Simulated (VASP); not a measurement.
# Si in VASP: single point with PBE

Aim: the single point of Si with PBE.

Program: VASP 6.6.1. These are calculated values, not measurements. Logs are shortened: lines on timing, memory, paths and dates and some standing lists are left out, and cuts for length are marked.

### Step 1. The cell of the first run

The cell holds a sheet with vacuum, 1 atom: a = 1.978 Å, b = 3.153 Å, c = 14.000 Å, α = 90.00°, β = 90.00°, γ = 90.00°.

### Step 2. Single point, PBE

File INCAR:

```
PREC = Accurate ; ENCUT = 520
EDIFF = 1E-6 ; ISMEAR = 0
SIGMA = 0.1 ; LREAL = False
LASPH = True ; NELM = 60
ALGO = Normal ; ISIF = 2
LWAVE = False ; LCHARG = True
LDIPOL = True ; IDIPOL = 3
DIPOL = 0.5 0.5 0.500 ; GGA = PE
LELF = True ; LVHAR = True
LVACPOTAV = True ; NBANDS = 8
```

File KPOINTS:

```
Automatic mesh
0
Gamma
  8 6 1
```

File POSCAR:

```
Si
1.0
    1.9776740000      0.0000000000      0.0000000000
    0.0000000000      3.1525960000      0.0000000000
    0.0000000000      0.0000000000     14.0000000000
Si
1
Direct
    0.5000000000      0.5000000000      0.5000000000
```

Potentials or basis: VASP PAW PBE potentials, release 64 (Si).

Run with:

```console
$ cat potpaw_PBE.64/Si/POTCAR > POTCAR
$ mpirun -np 1 vasp_std > vasp.out
```

OUTCAR:

```text
PREC = Accurate
   ENCUT = 520
   EDIFF = 1E-6
   ISMEAR = 0
   LREAL = False
   LASPH = True
   NELM = 60
   ISIF = 2
   GGA = PE

 ion  position               nearest neighbor table
   1  0.500  0.500  0.500-

  LATTYP: Found a simple orthorhombic cell.
 ALAT       =     1.9776740000
 B/A-ratio  =     1.5940928586
 C/A-ratio  =     7.0790231353

  Lattice vectors:

 A1 = (   1.9776740000,   0.0000000000,   0.0000000000)
 A2 = (   0.0000000000,   3.1525960000,   0.0000000000)
 A3 = (   0.0000000000,   0.0000000000,  14.0000000000)

Analysis of symmetry for initial positions (statically):
=====================================================================
 Subroutine PRICEL returns:
 Original cell was already a primitive cell.

 Routine SETGRP: Setting up the symmetry group for a
 simple orthorhombic supercell.

 Subroutine GETGRP returns: Found  8 space group operations
 (whereof  8 operations were pure point group operations)
 out of a pool of  8 trial point group operations.

The static configuration has the point symmetry D_2h.

Analysis of symmetry for dynamics (positions and initial velocities):
=====================================================================
 Subroutine PRICEL returns:
 Original cell was already a primitive cell.

 Routine SETGRP: Setting up the symmetry group for a
 simple orthorhombic supercell.

 Subroutine GETGRP returns: Found  8 space group operations
 (whereof  8 operations were pure point group operations)
 out of a pool of  8 trial point group operations.

The dynamic configuration has the point symmetry D_2h.

 Subroutine INISYM returns: Found  8 space group operations
 (whereof  8 operations are pure point group operations),
 and found     1 'primitive' translations

----------------------------------------------------------------------------------------

                                     Primitive cell

  volume of cell :      87.2873

  direct lattice vectors                    reciprocal lattice vectors
     1.977674000  0.000000000  0.000000000     0.505644510  0.000000000  0.000000000
     0.000000000  3.152596000  0.000000000     0.000000000  0.317198905  0.000000000
     0.000000000  0.000000000 14.000000000     0.000000000  0.000000000  0.071428571

  length of vectors
     1.977674000  3.152596000 14.000000000     0.505644510  0.317198905  0.071428571

  position of ions in fractional coordinates (direct lattice)
     0.500000000  0.500000000  0.500000000

  ion indices of the primitive-cell ions
   primitive index   ion index
                 1           1

----------------------------------------------------------------------------------------

 KPOINTS: Automatic mesh

Automatic generation of k-mesh.
 Grid dimensions read from file:
 generate k-points for:    8    6    1

 Generating k-lattice:

  Cartesian coordinates                     Fractional coordinates (reciprocal lattice)
     0.063205564  0.000000000  0.000000000     0.125000000  0.000000000  0.000000000
     0.000000000  0.052866484  0.000000000     0.000000000  0.166666667  0.000000000
     0.000000000  0.000000000  0.071428571     0.000000000  0.000000000  1.000000000

  Length of vectors
     0.063205564  0.052866484  0.071428571

  Shift w.r.t. Gamma in fractional coordinates (k-lattice)
     0.000000000  0.000000000  0.000000000

 Subroutine IBZKPT returns following result:
 ===========================================

 Found     20 irreducible k-points:

 Following reciprocal coordinates:
            Coordinates               Weight
  0.000000  0.000000  0.000000      1.000000
  0.125000  0.000000  0.000000      2.000000
  0.250000  0.000000  0.000000      2.000000
  0.375000  0.000000  0.000000      2.000000
  0.500000  0.000000  0.000000      1.000000
  0.000000  0.166667  0.000000      2.000000
[... 12 lines left out ...]
  0.375000  0.500000  0.000000      2.000000
  0.500000  0.500000  0.000000      1.000000
   k-points           NKPTS =     20   k-points in BZ     NKDIM =     20   number of bands    NBANDS=      8
   number of dos      NEDOS =    301   number of ions     NIONS =      1
   total plane-waves  NPLWV =  41472
   dimension x,y,z NGX =    16 NGY =   24 NGZ =  108
   dimension x,y,z NGXF=    32 NGYF=   48 NGZF=  216
   ions per type =               1
   NGX,Y,Z   is equivalent  to a cutoff of  13.45, 12.66, 12.82 a.u.
   NGXF,Y,Z  is equivalent  to a cutoff of  26.90, 25.31, 25.65 a.u.
 SYSTEM =  unknown system
   PREC   = accura    normal or accurate (medium, high low for compatibility)
   ISTART =      0    job   : 0-new  1-cont  2-samecut
   ICHARG =      2    charge: 1-file 2-atom 10-const
   ISPIN  =      1    spin polarized calculation?
   LNONCOLLINEAR =      F non collinear calculations
   LSORBIT =      F    spin-orbit coupling
   LASPH  =      T    aspherical Exc in radial PAW
   ENCUT  =  520.0 eV  38.22 Ry    6.18 a.u.   3.68  5.86 26.03*2*pi/ulx,y,z
   NELM   =     60;   NELMIN=  2; NELMDL= -5     # of ELM steps
   EDIFF  = 0.1E-05   stopping-criterion for ELM
   LREAL  =      F    real-space projection
   EDIFFG = 0.1E-04   stopping-criterion for IOM
   NSW    =      0    number of steps for IOM
   IBRION =     -1    ionic relax: 0-MD 1-quasi-New 2-CG
   NFREE  =      0    steps in history (QN), initial steepest desc. (CG)
   ISIF   =      2    stress and relaxation
   ISYM   =      2    0-nonsym 1-usesym 2-fastsym
   POTIM  = 0.5000    time-step for ionic-motion
   TEBEG  =    0.0;   TEEND  =   0.0 temperature during run
   PSTRESS=    0.0 pullay stress
   NELECT =       4.0000    total number of electrons
   NUPDOWN=      -1.0000    fix difference up-down
   EMIN   =  10.00;   EMAX   =-10.00  energy-range for DOS
   EFERMI =   0.00;   METHOD = LEGACY
   ISMEAR =     0;   SIGMA  =   0.10  broadening in eV -4-tet -1-fermi 0-gaus
   EFERMI_NEDOS =   21; number of points for ismear=-14 and -15
   IALGO  =     38    algorithm
   IMIX   =      4    mixing-type and parameters
     AMIX     =   0.40;   BMIX     =  1.00
     AMIX_MAG =   1.60;   BMIX_MAG =  1.00
  volume/ion in A,a.u.               =      87.29       589.04
  Fermi-wavevector in a.u.,A,eV,Ry     =   0.585838  1.107074  4.669609  0.343207
  Thomas-Fermi vector in A             =   1.632085
   LORBIT       =      0    0 simple, 1 ext, 2 COOP (PROOUT), +10 PAW based schemes
   GGA     = PE    functional components
   LHFCALC =     F    Hartree Fock is set to
   AEXX    =    0.0000 exact exchange contribution
   IVDW    =     0    specifies the selected vdW correction
   LEPSILON=     F    determine dielectric tensor
   LRPA    =     F    only Hartree local field effects (RPA)
 non-spin polarized calculation
 Gauss-broadening in eV      SIGMA  =   0.10
  energy-cutoff  :      520.00
  volume of cell :       87.29
 maximum number of plane-waves:      2386
 NGX is ok and might be reduce to    16
   NGX =  7   NGY = 11   NGZ = 53

 number of electron       4.0000000 magnetization

 dipolmoment           0.000000      0.000000      0.000000 electrons x Angstroem

 Free energy of the ion-electron system (eV)
  ---------------------------------------------------
  ext. energy  EPLUGINS =         0.00000000
  ---------------------------------------------------
  free energy    TOTEN  =        -3.37151329 eV

  energy without entropy =       -3.37126738  energy(sigma->0) =       -3.37139034

 E-fermi :  -2.4964     XC(G=0):  -3.0648

 val. band max:       -2.6877209695   @ k =   0.1250   0.1667   0.0000
 cond. band min:      -2.3056720091   @ k =   0.3750   0.5000   0.0000
 fundamental gap:      0.3820489604
 Fermi energy:        -2.4963988787

 k-point     1 :       0.0000    0.0000    0.0000
  band No.  band energies     occupation
      1     -14.0052      2.00000
      2      -5.5211      2.00000
      3      -0.7436      0.00000
      4       0.8557      0.00000
      5       2.3969      0.00000
      6       2.7565      0.00000
      7       3.0216      0.00000
      8       5.5180      0.00000

 k-point     2 :       0.1250    0.0000    0.0000
  band No.  band energies     occupation
      1     -13.4423      2.00000
      2      -4.9703      2.00000
      3      -0.2441      0.00000
      4       1.4046      0.00000
      5       2.9898      0.00000
      6       3.2297      0.00000
      7       3.5149      0.00000
      8       6.1055      0.00000

 k-point     3 :       0.2500    0.0000    0.0000
  band No.  band energies     occupation
      1     -11.7896      2.00000
      2      -3.3185      2.00000
      3       1.2572      0.00000
      4       2.4064      0.00000
      5       3.9312      0.00000
      6       4.7683      0.00000
      7       5.2452      0.00000
      8       7.4500      0.00000

 k-point     4 :       0.3750    0.0000    0.0000
  band No.  band energies     occupation
      1      -9.2080      2.00000
      2      -0.5686      0.00000
      3      -0.4098      0.00000
      4       3.7673      0.00000
      5       6.4418      0.00000
      6       7.7256      0.00000
      7       8.2159      0.00000
      8       8.2310      0.00000

 k-point     5 :       0.5000    0.0000    0.0000
  band No.  band energies     occupation
      1      -6.9770      2.00000
      2      -3.2073      2.00000
      3       3.0778      0.00000
      4       3.4924      0.00000
      5       7.0768      0.00000
      6       7.5452      0.00000
      7      10.1679      0.00000
      8      10.2690      0.00000

 k-point     6 :       0.0000    0.1667    0.0000
  band No.  band energies     occupation
      1     -13.7026      2.00000
      2      -5.2220      2.00000
      3      -3.2027      2.00000
      4       1.2826      0.00000
      5       2.7543      0.00000
      6       3.2051      0.00000
      7       5.3658      0.00000
      8       5.9328      0.00000

 k-point     7 :       0.1250    0.1667    0.0000
  band No.  band energies     occupation
      1     -13.1418      2.00000
      2      -4.6731      2.00000
      3      -2.6877      1.99318
      4       1.8446      0.00000
      5       3.3455      0.00000
      6       3.7854      0.00000
      7       5.9452      0.00000
      8       6.1870      0.00000
[... 89 lines left out ...]
 k-point    16 :       0.0000    0.5000    0.0000
  band No.  band energies     occupation
      1     -12.3727      2.00000
      2      -7.2720      2.00000
      3      -3.9109      2.00000
      4       1.3015      0.00000
      5       3.8496      0.00000
      6       5.2269      0.00000
      7       5.9913      0.00000
      8       6.3856      0.00000

 k-point    17 :       0.1250    0.5000    0.0000
  band No.  band energies     occupation
      1     -11.8244      2.00000
      2      -6.7198      2.00000
      3      -3.3766      2.00000
      4       1.8958      0.00000
      5       4.3325      0.00000
      6       5.8233      0.00000
      7       6.5836      0.00000
      8       6.9481      0.00000

 k-point    18 :       0.2500    0.5000    0.0000
  band No.  band energies     occupation
      1     -10.2326      2.00000
      2      -5.0634      2.00000
      3      -1.7735      0.00000
      4       3.6737      0.00000
      5       4.8616      0.00000
      6       7.6119      0.00000
      7       7.9082      0.00000
      8       8.3599      0.00000

 k-point    19 :       0.3750    0.5000    0.0000
  band No.  band energies     occupation
      1      -7.8397      2.00000
      2      -2.3057      0.00699
      3       0.8990      0.00000
      4       1.7461      0.00000
      5       6.5767      0.00000
      6       6.6044      0.00000
      7       9.4477      0.00000
      8       9.8604      0.00000

 k-point    20 :       0.5000    0.5000    0.0000
  band No.  band energies     occupation
      1      -6.0500      2.00000
      2      -0.6582      0.00000
      3       1.2120      0.00000
      4       1.9539      0.00000
      5       4.5537      0.00000
      6       4.7335      0.00000
      7       9.8547      0.00000
      8      11.8350      0.00000

------------------------ aborting loop because EDIFF is reached ----------------------------------------

  FORCE on cell =-STRESS in cart. coord.  units (eV):
  Direction    XX          YY          ZZ          XY          YZ          ZX
  --------------------------------------------------------------------------------------
  -------------------------------------------------------------------------------------
  Total        8.7128952     -0.6575562     -0.0017899     -0.0000000      0.0000000      0.0000000
  in kB      159.9270811    -12.0695861     -0.0328542     -0.0000000      0.0000000      0.0000000
  external PRESSURE =      49.2748803 kB  Pullay stress =       0.0000000 kB

 VOLUME and BASIS-vectors are now :
 -----------------------------------------------------------------------------
  energy-cutoff  :      520.00
  volume of cell :       87.29
      direct lattice vectors                 reciprocal lattice vectors
     1.977674000  0.000000000  0.000000000     0.505644510  0.000000000  0.000000000
     0.000000000  3.152596000  0.000000000     0.000000000  0.317198905  0.000000000
     0.000000000  0.000000000 14.000000000     0.000000000  0.000000000  0.071428571

 POSITION                                       TOTAL-FORCE (eV/Angst)
 -----------------------------------------------------------------------------------
      0.98884      1.57630      7.00000         0.000000      0.000000      0.000000
 -----------------------------------------------------------------------------------
    total drift:                                0.000000      0.000000      0.000000

  FREE ENERGIE OF THE ION-ELECTRON SYSTEM (eV)
  ---------------------------------------------------
  free  energy   TOTEN  =        -3.3715132895 eV

  energy  without entropy=       -3.3712673807  energy(sigma->0) =       -3.37139034

 vacuum level on the upper side and lower side of the slab         2.444         2.444
```

It took 11 s on 1 thread of Intel Xeon 6975P-C, shared host; peak memory 0.18 GiB.

Results:

| Property | Result |
| --- | --- |
| Free energy | -3.3715 eV |
| Band gap on the k mesh | zero (band 2 reaches -0.40 eV, above the bottom of band 3 at -4.46 eV) |

Caveat: the k points lie up to 0.40 Å⁻¹ apart.
